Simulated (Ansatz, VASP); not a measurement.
SrTe: VASP beside Ansatz

The input INCAR:

```
PREC = Accurate ; ENCUT = 500
EDIFF = 1E-6 ; ISMEAR = -1
SIGMA = 0.02 ; LREAL = F
LASPH = T ; NELM = 120
ALGO = Normal ; ISIF = 2
LWAVE = F ; LCHARG = F
GGA = PE ; NBANDS = 15
GGA_COMPAT = F
```

Contents of KPOINTS:

```
regular mesh
0
Gamma
  6 6 6
```

File POSCAR:

```
SrTe
1.0
    0.0000000000      3.4198133696      3.4198133696
    3.4198133696      0.0000000000      3.4198133696
    3.4198133696      3.4198133696      0.0000000000
Sr Te
1 1
Direct
    0.0000000000      0.0000000000      0.0000000000
    0.5000000000      0.5000000000      0.5000000000
```

Input for Ansatz:

```yaml
crystal:
  lattice:
    - [0.0, 3.4198133696, 3.4198133696]
    - [3.4198133696, 0.0, 3.4198133696]
    - [3.4198133696, 3.4198133696, 0.0]
  atoms:
    - { symbol: Sr, position: [0.0, 0.0, 0.0] }
    - { symbol: Te, position: [0.5, 0.5, 0.5] }
kpoints:
  mp_grid: { grid: [6, 6, 6] }
  band_path:
    path:
      - [0.0, 0.0, 0.0]
      - [0.5, 0.0, 0.5]
      - [0.625, 0.25, 0.625]
      - [0.375, 0.375, 0.75]
      - [0.5, 0.5, 0.5]
      - [0.5, 0.25, 0.75]
      - [0.0, 0.5, 0.5]
    npoints: 1
hamiltonian:
  xc: pbe
scf:
  occupations: { method: fermi_dirac, width: 0.02 }
  n_extra_bands: 4
output:
  forces: true
  stress: true
  eigenvalues: true
```

Change from the starting cell: hydrostatic strain +2.0%.

Alike in both runs: task single point; functional PBE; k mesh 6 × 6 × 6; occupations fermi-dirac, width 0.02 eV; no spin polarisation.

|  | VASP | Ansatz |
| --- | --- | --- |
| version | VASP 6.6.1 | Ansatz 0.2.0 |
| potentials or method | VASP PAW PBE potentials, release 64 (Sr_sv, Te) | plane waves, PAW |
| plane-wave cutoff (eV) | 500 | 420 |
| valence electrons in the cell | 16 | 26 |

VASP gave:

```
gap on the k mesh at the Fermi level (eV) : 1.88
pressure (GPa)                            : -1.5
```

Problem. What did Ansatz give for the same quantities?

Solution. gap on the k mesh at the Fermi level (eV): 1.90; pressure (GPa): -1.5.

The functional is the same, so the differences come from potentials, cutoffs and numerics. VASP's potentials hold 16 valence electrons a cell and Ansatz's 26, so a difference there can come from the potentials and not from the codes.

Spin-orbit coupling is off throughout.
